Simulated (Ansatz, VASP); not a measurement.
**One calculation of MoS2, two programs**

```
Mo S
1.0
     3.19224    0.00000    0.00000
    -1.59612    2.76456    0.00000
     0.00000    0.00000   13.37829
Mo S
2 4
Direct
  0.66667 0.33333 0.25000
  0.33333 0.66667 0.75000
  0.66667 0.33333 0.63308
  0.33333 0.66667 0.36692
  0.66667 0.33333 0.86692
  0.33333 0.66667 0.13308
```

Alike in both runs: task relaxation of cell and atoms; functional PBE; k mesh 12 × 12 × 2; occupations gaussian, width 0.02 eV; no spin polarisation.

```csv
,VASP,Ansatz
version,VASP 6.6.1,Ansatz 0.2.0
potentials or method,"VASP PAW PBE potentials, release 64 (Mo_sv, S), cutoff 600 eV","scalar-relativistic, plane waves, PAW"
valence electrons in the cell,52,52
```

```csv
,VASP,Ansatz,Ansatz less VASP
"gap on the k mesh at the Fermi level, each at its own relaxed structure (eV)",1.39,1.45,+0.056
relaxed volume (Å³/atom),20.85,21.68,+0.835
relaxed cell length with the largest relative difference (Å),14.242,14.808,+0.5664
```
